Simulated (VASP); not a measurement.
**In6O: single point with PBE**

Crystal: In6O.

```
In O
1.0
     3.38030    0.00714   -0.14589
     1.68549    2.93234   -0.00353
     0.77514   -0.42047   17.50089
In O
6 1
Cartesian
  3.4508 1.3615 1.6951
  2.3887 1.9935 15.9109
  1.8937 2.2623 4.6428
  3.8368 1.1533 10.1246
  2.0253 0.2406 7.3760
  5.6414 2.0695 12.7600
  0.7466 0.9881 17.0423
```

```
Program             : VASP 6.6.1
Task                : single point
Functional          : PBE
Potentials or basis : VASP PAW PBE potentials, release 64 (In_d, O)
Cutoff              : 520 eV
k mesh              : 10 × 10 × 2
Occupations         : gaussian, width 0.1 eV
Spin                : no spin polarisation
```

```
Pressure               : 0.0 GPa
Largest force          : 0.035 eV/Å
Band gap on the k mesh : zero (bands 42 and 43 overlap by 2.89 eV)
```

Forces in eV/Å, atoms in the order of the input:
```
In   0.001 -0.001  0.013
In  -0.001  0.001 -0.035
In   0.000  0.000  0.000
In   0.000  0.000 -0.001
In   0.000  0.000  0.000
In   0.000  0.000 -0.001
O    0.001  0.000  0.023
```

Levels at points of the mesh, in eV from the Fermi level:
```csv
k point,band 38,band 39,band 40,band 41,band 42,band 43,band 44,band 45,band 46,band 47
"(0.00, 0.00, 0.00)",-3.15,-3.15,-2.42,-2.03,0.94,1.62,4.77,5.77,8.19,8.21
"(0.50, 0.00, 0.00)",-3.40,-2.73,-2.56,-2.07,-1.28,-0.75,-0.35,0.35,1.68,2.70
"(0.00, 0.50, 0.00)",-3.39,-2.74,-2.55,-2.07,-1.27,-0.76,-0.34,0.36,1.67,2.71
"(0.50, 0.50, 0.00)",-3.39,-2.74,-2.55,-2.07,-1.27,-0.76,-0.34,0.36,1.67,2.71
"(0.00, 0.00, 0.50)",-3.35,-3.15,-3.15,-0.84,-0.24,2.90,3.47,6.91,8.19,8.20
"(0.50, 0.00, 0.50)",-3.37,-2.90,-2.45,-1.86,-1.46,-0.99,-0.11,0.51,1.37,2.73
"(0.00, 0.50, 0.50)",-3.36,-2.90,-2.45,-1.86,-1.45,-0.99,-0.11,0.50,1.37,2.73
"(0.50, 0.50, 0.50)",-3.36,-2.89,-2.44,-1.86,-1.45,-0.98,-0.11,0.50,1.37,2.73
```

It took 12 min on 1 thread of Intel(R) Xeon(R) 6975P-C (Granite Rapids) (shared host), peak memory 0.77 GiB.

Caveat: spin-orbit coupling is left out, which moves the levels of the heavy elements.
